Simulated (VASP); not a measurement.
# Ti4HC5 in VASP: single point with r2SCAN

Aim: the single point of Ti4HC5 with r2SCAN.

All numbers are computed with VASP 6.6.1; they aren't measurements. Logs are shortened: lines on timing, memory, paths and dates and some standing lists are left out, and cuts for length are marked.

## 1. The cell of the first run

The cell holds a slab with vacuum, 10 atoms: a = 3.060 Å, b = 3.060 Å, c = 26.592 Å, α = 90.00°, β = 90.00°, γ = 90.00°.

## 2. Single point, r2SCAN

Input file POSCAR:

```
Ti4HC5
1.0
    3.0603581490      0.0000000000      0.0000000000
    0.0000000000      3.0603581490      0.0000000000
    0.0000000000      0.0000000000     26.5920000000
Ti C H
4 5 1
Direct
    0.5000000000      0.5000000000      0.3196450060
    0.0000000000      0.0000000000      0.4010228640
    0.4983350332      0.5016649668      0.4818042968
    0.0000320679     -0.0000320679      0.5616258259
    0.0000000000      0.0000000000      0.3196450060
    0.5000000000      0.5000000000      0.4010228640
    0.0012014003     -0.0012014003      0.4822581588
    0.5048783480      0.4951216520      0.5619569408
    0.3990911786      0.6009088214      0.6105973631
    0.5152875295      0.4847124705      0.6467141388
```

Input file INCAR.step1:

```
SYSTEM = Ti4HC5
PREC = Accurate
ENCUT = 520
ISMEAR = 0
SIGMA = 0.1
LREAL = .FALSE.
LASPH = .TRUE.
NELM = 80
LDIPOL = .TRUE.
IDIPOL = 3
DIPOL = 0.5 0.5 0.479
NBANDS = 46
GGA = PE
ALGO = Normal
EDIFF = 1E-4
LWAVE = .TRUE.
LCHARG = .FALSE.
```

Input file INCAR.step2:

```
SYSTEM = Ti4HC5
PREC = Accurate
ENCUT = 520
EDIFF = 1E-6
ISMEAR = 0
SIGMA = 0.1
LREAL = .FALSE.
LASPH = .TRUE.
NELM = 80
ALGO = Normal
ISIF = 2
LWAVE = .FALSE.
LCHARG = .FALSE.
LDIPOL = .TRUE.
IDIPOL = 3
DIPOL = 0.5 0.5 0.479
METAGGA = R2SCAN
LMIXTAU = .TRUE.
NBANDS = 46
ISTART = 1
```

Input file KPOINTS:

```
Automatic mesh
0
G
  9 9 1
  0 0 0
```

Potentials or basis: VASP PAW PBE potentials, release 64 (Ti_sv, C, H).

On the command line:

```
$ cat potpaw_PBE.64/Ti_sv/POTCAR potpaw_PBE.64/C/POTCAR potpaw_PBE.64/H/POTCAR > POTCAR
$ cp INCAR.step1 INCAR
$ mpirun -np 1 vasp_std > vasp.out
$ cp INCAR.step2 INCAR
$ mpirun -np 1 vasp_std > vasp.out
```

OUTCAR:

```text
SYSTEM = Ti4HC5
   PREC = Accurate
   ENCUT = 520
   EDIFF = 1E-6
   ISMEAR = 0
   LREAL = .FALSE.
   LASPH = .TRUE.
   NELM = 80
   ISIF = 2
   METAGGA = R2SCAN
   ISTART = 1

 ion  position               nearest neighbor table
   1  0.500  0.500  0.320-   6 2.16   5 2.16   5 2.16   5 2.16   5 2.16
   2  0.000  0.000  0.401-   7 2.16   5 2.16   6 2.16   6 2.16   6 2.16   6 2.16
   3  0.498  0.502  0.482-   8 2.13   6 2.15   7 2.15   7 2.16   7 2.16   7 2.18
   4  0.000  1.000  0.562-   7 2.11   8 2.14   9 2.16   8 2.16   8 2.16   8 2.18
   5  0.000  0.000  0.320-   2 2.16   1 2.16   1 2.16   1 2.16   1 2.16
   6  0.500  0.500  0.401-   3 2.15   1 2.16   2 2.16   2 2.16   2 2.16   2 2.16
   7  0.001  0.999  0.482-   4 2.11   3 2.15   2 2.16   3 2.16   3 2.16   3 2.18
   8  0.505  0.495  0.562-   9 1.37   3 2.13   4 2.14   4 2.16   4 2.16   4 2.18
   9  0.399  0.601  0.611-  10 1.08   8 1.37   4 2.16
  10  0.515  0.485  0.647-   9 1.08

  LATTYP: Found a simple tetragonal cell.
 ALAT       =     3.0603581490
 C/A-ratio  =     8.6891790782

  Lattice vectors:

 A1 = (   3.0603581490,   0.0000000000,   0.0000000000)
 A2 = (   0.0000000000,   3.0603581490,   0.0000000000)
 A3 = (   0.0000000000,   0.0000000000,  26.5920000000)

Analysis of symmetry for initial positions (statically):
=====================================================================
 Subroutine PRICEL returns:
 Original cell was already a primitive cell.

 Routine SETGRP: Setting up the symmetry group for a
 simple tetragonal supercell.

 Subroutine GETGRP returns: Found  2 space group operations
 (whereof  2 operations were pure point group operations)
 out of a pool of 16 trial point group operations.

The static configuration has the point symmetry C_1h.

Analysis of symmetry for dynamics (positions and initial velocities):
=====================================================================
 Subroutine PRICEL returns:
 Original cell was already a primitive cell.

 Routine SETGRP: Setting up the symmetry group for a
 simple tetragonal supercell.

 Subroutine GETGRP returns: Found  2 space group operations
 (whereof  2 operations were pure point group operations)
 out of a pool of 16 trial point group operations.

The dynamic configuration has the point symmetry C_1h.

 Subroutine INISYM returns: Found  2 space group operations
 (whereof  2 operations are pure point group operations),
 and found     1 'primitive' translations

----------------------------------------------------------------------------------------

                                     Primitive cell

  volume of cell :     249.0551

  direct lattice vectors                    reciprocal lattice vectors
     3.060358149  0.000000000  0.000000000     0.326759141  0.000000000  0.000000000
     0.000000000  3.060358149  0.000000000     0.000000000  0.326759141  0.000000000
     0.000000000  0.000000000 26.592000000     0.000000000  0.000000000  0.037605295

  length of vectors
     3.060358149  3.060358149 26.592000000     0.326759141  0.326759141  0.037605295

  position of ions in fractional coordinates (direct lattice)
     0.500000000  0.500000000  0.319645006
     0.000000000  0.000000000  0.401022864
     0.498335033  0.501664967  0.481804297
     0.000032068  0.999967932  0.561625826
     0.000000000  0.000000000  0.319645006
     0.500000000  0.500000000  0.401022864
     0.001201400  0.998798600  0.482258159
     0.504878348  0.495121652  0.561956941
     0.399091179  0.600908821  0.610597363
     0.515287530  0.484712470  0.646714139

  ion indices of the primitive-cell ions
   primitive index   ion index
                 1           1
                 2           2
                 3           3
                 4           4
                 5           5
                 6           6
                 7           7
                 8           8
                 9           9
                10          10

----------------------------------------------------------------------------------------

 KPOINTS: Automatic mesh

Automatic generation of k-mesh.
 Grid dimensions read from file:
 generate k-points for:    9    9    1

 Generating k-lattice:

  Cartesian coordinates                     Fractional coordinates (reciprocal lattice)
     0.036306571  0.000000000  0.000000000     0.111111111  0.000000000  0.000000000
     0.000000000  0.036306571  0.000000000     0.000000000  0.111111111  0.000000000
     0.000000000  0.000000000  0.037605295     0.000000000  0.000000000  1.000000000

  Length of vectors
     0.036306571  0.036306571  0.037605295

  Shift w.r.t. Gamma in fractional coordinates (k-lattice)
     0.000000000  0.000000000  0.000000000

 Subroutine IBZKPT returns following result:
 ===========================================

 Found     25 irreducible k-points:

 Following reciprocal coordinates:
            Coordinates               Weight
  0.000000  0.000000  0.000000      1.000000
  0.111111  0.000000  0.000000      4.000000
  0.222222  0.000000  0.000000      4.000000
  0.333333  0.000000  0.000000      4.000000
  0.444444  0.000000  0.000000      4.000000
  0.111111  0.111111  0.000000      2.000000
[... 16 lines left out ...]
 -0.333333  0.444444  0.000000      4.000000
  0.444444  0.444444  0.000000      2.000000
   k-points           NKPTS =     25   k-points in BZ     NKDIM =     25   number of bands    NBANDS=     46
   number of dos      NEDOS =    301   number of ions     NIONS =     10
   total plane-waves  NPLWV = 115200
   dimension x,y,z NGX =    24 NGY =   24 NGZ =  200
   dimension x,y,z NGXF=    48 NGYF=   48 NGZF=  400
   ions per type =               4   5   1
   NGX,Y,Z   is equivalent  to a cutoff of  13.04, 13.04, 12.50 a.u.
   NGXF,Y,Z  is equivalent  to a cutoff of  26.07, 26.07, 25.01 a.u.
 SYSTEM =  Ti4HC5
   PREC   = accura    normal or accurate (medium, high low for compatibility)
   ISTART =      1    job   : 0-new  1-cont  2-samecut
   ICHARG =      0    charge: 1-file 2-atom 10-const
   ISPIN  =      1    spin polarized calculation?
   LNONCOLLINEAR =      F non collinear calculations
   LSORBIT =      F    spin-orbit coupling
   LASPH  =      T    aspherical Exc in radial PAW
   ENCUT  =  520.0 eV  38.22 Ry    6.18 a.u.   5.69  5.69 49.44*2*pi/ulx,y,z
   NELM   =     80;   NELMIN=  2; NELMDL=  0     # of ELM steps
   EDIFF  = 0.1E-05   stopping-criterion for ELM
   LREAL  =      F    real-space projection
   EDIFFG = 0.1E-04   stopping-criterion for IOM
   NSW    =      0    number of steps for IOM
   IBRION =     -1    ionic relax: 0-MD 1-quasi-New 2-CG
   NFREE  =      0    steps in history (QN), initial steepest desc. (CG)
   ISIF   =      2    stress and relaxation
   ISYM   =      2    0-nonsym 1-usesym 2-fastsym
   POTIM  = 0.5000    time-step for ionic-motion
   TEBEG  =    0.0;   TEEND  =   0.0 temperature during run
   PSTRESS=    0.0 pullay stress
   NELECT =      69.0000    total number of electrons
   NUPDOWN=      -1.0000    fix difference up-down
   EMIN   =  10.00;   EMAX   =-10.00  energy-range for DOS
   EFERMI =   0.00;   METHOD = LEGACY
   ISMEAR =     0;   SIGMA  =   0.10  broadening in eV -4-tet -1-fermi 0-gaus
   EFERMI_NEDOS =   21; number of points for ismear=-14 and -15
   IALGO  =     38    algorithm
   IMIX   =      4    mixing-type and parameters
     AMIX     =   0.40;   BMIX     =  1.00
     AMIX_MAG =   1.60;   BMIX_MAG =  1.00
  volume/ion in A,a.u.               =      24.91       168.07
  Fermi-wavevector in a.u.,A,eV,Ry     =   1.067233  2.016778 15.496857  1.138987
  Thomas-Fermi vector in A             =   2.202843
   LORBIT       =      0    0 simple, 1 ext, 2 COOP (PROOUT), +10 PAW based schemes
   METAGGA = R2SCAN    functional components
   LHFCALC =     F    Hartree Fock is set to
   AEXX    =    0.0000 exact exchange contribution
   IVDW    =     0    specifies the selected vdW correction
   LEPSILON=     F    determine dielectric tensor
   LRPA    =     F    only Hartree local field effects (RPA)
 non-spin polarized calculation
 Gauss-broadening in eV      SIGMA  =   0.10
  energy-cutoff  :      520.00
  volume of cell :      249.06
 maximum number of plane-waves:      6760
   NGX = 11   NGY = 11   NGZ = 99

 number of electron      69.0000024 magnetization

 dipolmoment           0.000000      0.000000     -0.036898 electrons x Angstroem

 Free energy of the ion-electron system (eV)
  ---------------------------------------------------
  ext. energy  EPLUGINS =         0.00000000
  ---------------------------------------------------
  free energy    TOTEN  =      -109.92965257 eV

  energy without entropy =     -109.91623255  energy(sigma->0) =     -109.92294256

 E-fermi :   0.9351     XC(G=0):  -5.4860

 val. band max:        0.9033411727   @ k =  -0.1111   0.1111   0.0000
 cond. band min:       0.9729633866   @ k =  -0.1111   0.3333   0.0000
 fundamental gap:      0.0696222139
 Fermi energy:         0.9350916233

 k-point     1 :       0.0000    0.0000    0.0000
  band No.  band energies     occupation
      1     -58.4196      2.00000
      2     -58.0896      2.00000
      3     -58.0139      2.00000
      4     -57.9436      2.00000
      5     -33.6636      2.00000
      6     -33.6275      2.00000
[... 38 lines left out ...]
     45       3.6203      0.00000
     46       3.7925      0.00000

 k-point     2 :       0.1111    0.0000    0.0000
  band No.  band energies     occupation
      1     -58.4162      2.00000
      2     -58.0862      2.00000
      3     -58.0101      2.00000
      4     -57.9422      2.00000
      5     -33.6927      2.00000
      6     -33.6302      2.00000
[... 38 lines left out ...]
     45       4.0136      0.00000
     46       4.3370      0.00000

 k-point     3 :       0.2222    0.0000    0.0000
  band No.  band energies     occupation
      1     -58.4075      2.00000
      2     -58.0777      2.00000
      3     -58.0004      2.00000
      4     -57.9387      2.00000
      5     -33.7848      2.00000
      6     -33.6207      2.00000
[... 38 lines left out ...]
     45       4.2615      0.00000
     46       4.4965      0.00000

 k-point     4 :       0.3333    0.0000    0.0000
  band No.  band energies     occupation
      1     -58.3976      2.00000
      2     -58.0681      2.00000
      3     -57.9887      2.00000
      4     -57.9353      2.00000
      5     -33.8890      2.00000
      6     -33.6133      2.00000
[... 920 lines left out ...]
     45       4.6910      0.00000
     46       4.8680      0.00000

 k-point    23 :      -0.3333    0.4444    0.0000
  band No.  band energies     occupation
      1     -58.3714      2.00000
      2     -58.0428      2.00000
      3     -57.9617      2.00000
      4     -57.9152      2.00000
      5     -33.8981      2.00000
      6     -33.8129      2.00000
[... 38 lines left out ...]
     45       4.7368      0.00000
     46       4.8810      0.00000

 k-point    24 :       0.4444    0.4444    0.0000
  band No.  band energies     occupation
      1     -58.3655      2.00000
      2     -58.0372      2.00000
      3     -57.9562      2.00000
      4     -57.9098      2.00000
      5     -33.8997      2.00000
      6     -33.8560      2.00000
[... 38 lines left out ...]
     45       4.6339      0.00000
     46       4.7212      0.00000

 [... further k-points ...]

------------------------ aborting loop because EDIFF is reached ----------------------------------------

 vacuum level on the upper side and lower side of the slab       (xc-potential included)        -0.438         0.287

  FORCE on cell =-STRESS in cart. coord.  units (eV):
  Direction    XX          YY          ZZ          XY          YZ          ZX
  --------------------------------------------------------------------------------------
  -------------------------------------------------------------------------------------
  Total       -0.2577372     -0.2577372     -0.6550852      0.1447992      0.0146896     -0.0147937
  in kB       -1.6580294     -1.6580294     -4.2141781      0.9314962      0.0944985     -0.0951680
  external PRESSURE =      -2.5100790 kB  Pullay stress =       0.0000000 kB

 VOLUME and BASIS-vectors are now :
 -----------------------------------------------------------------------------
  energy-cutoff  :      520.00
  volume of cell :      249.06
      direct lattice vectors                 reciprocal lattice vectors
     3.060358149  0.000000000  0.000000000     0.326759141  0.000000000  0.000000000
     0.000000000  3.060358149  0.000000000     0.000000000  0.326759141  0.000000000
     0.000000000  0.000000000 26.592000000     0.000000000  0.000000000  0.037605295

 POSITION                                       TOTAL-FORCE (eV/Angst)
 -----------------------------------------------------------------------------------
      1.53018      1.53018      8.50000        -0.047792      0.047792      1.478719
      0.00000      0.00000     10.66400         0.023710     -0.023710      0.251950
      1.52508      1.53527     12.81214         0.007808     -0.007808     -0.009657
      0.00010      3.06026     14.93475        -0.011379      0.011379      0.029143
      0.00000      0.00000      8.50000         0.048976     -0.048976     -0.982512
      1.53018      1.53018     10.66400        -0.031506      0.031506     -0.800664
      0.00368      3.05668     12.82421         0.003259     -0.003259     -0.013148
      1.54511      1.51525     14.94356         0.035310     -0.035310     -0.089759
      1.22136      1.83900     16.23701        -0.050898      0.050898      0.090053
      1.57696      1.48339     17.19742         0.022510     -0.022510      0.045875
 -----------------------------------------------------------------------------------
    total drift:                                0.000276     -0.000276      0.001542

  FREE ENERGIE OF THE ION-ELECTRON SYSTEM (eV)
  ---------------------------------------------------
  free  energy   TOTEN  =      -109.9296525723 eV

  energy  without entropy=     -109.9162325451  energy(sigma->0) =     -109.92294256

 vacuum level on the upper side and lower side of the slab         4.351         5.093
```

Run time: 12 min. Hardware: 1 thread of Intel Xeon 6975P-C (Granite Rapids), shared host; peak memory 0.51 GiB.

Results:

- Free energy: -109.9297 eV
- Largest force: 1.480 eV/Å

Forces on the atoms (eV/Å):
```
Ti  -0.048  0.048  1.479
Ti   0.024 -0.024  0.252
Ti   0.008 -0.008 -0.010
Ti  -0.011  0.011  0.029
C    0.049 -0.049 -0.983
C   -0.032  0.032 -0.801
C    0.003 -0.003 -0.013
C    0.035 -0.035 -0.090
C   -0.051  0.051  0.090
H    0.023 -0.023  0.046
```

Caveat: the PAW data sets were made with another functional, which shifts forces and pressure a little.
